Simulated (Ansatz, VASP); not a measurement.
# Two plane-wave programs on Ta5Br3

```xyz
8
Lattice="7.4893 0.0000 0.0000 0.0000 7.4893 0.0000 0.0000 0.0000 3.4259" Properties=species:S:1:pos:R:3 pbc="T T T"
Ta    5.2103    2.2789    0.0000
Ta    2.2789    2.2789    0.0000
Ta    5.2103    5.2103    0.0000
Ta    2.2789    5.2103    0.0000
Ta    3.7446    3.7446    1.7130
Br    0.0000    0.0000    1.7130
Br    3.7446    0.0000    0.0000
Br    0.0000    3.7446    0.0000
```

Alike in both runs: task single point; functional PBE; k mesh 2 × 2 × 6; occupations gaussian, width 0.1 eV; collinear spin.

|  | VASP | Ansatz |
| --- | --- | --- |
| version | VASP 6.6.1 | Ansatz 0.2.0 |
| potentials or method | VASP PAW PBE potentials, release 64 (Ta_pv, Br), cutoff 520 eV | scalar-relativistic, plane waves, PAW |
| valence electrons in the cell | 76 | 86 |

Ansatz gave:

| Quantity | Value |
| --- | --- |
| gap on the k mesh at the Fermi level (eV) | none |
| pressure (GPa) | -0.6 |
| traceless stress, the component that is largest in VASP (GPa) | -0.54 |
| rms of the force components (eV/Å) | 0.061 |
| net moment per atom (μB) | 0.00 |

Question: Which values does VASP return?

Answer: gap on the k mesh at the Fermi level (eV): none; pressure (GPa): -0.6; traceless stress, the component that is largest in VASP (GPa): -0.54; rms of the force components (eV/Å): 0.062; net moment per atom (μB): 0.00.

Atom by atom the forces differ by 0.002 eV/Å (rms over components). A gap of «none» marks a metal or a gap that the smearing closes. The functional is the same, so the differences come from potentials, cutoffs and numerics. VASP's potentials hold 76 valence electrons a cell and Ansatz's 86, so a difference there can come from the potentials and not from the codes. Ansatz's warnings: seeded moment not kept.

The k mesh is coarse, so the values compare programs but aren't converged. Neither program's run includes spin-orbit coupling.
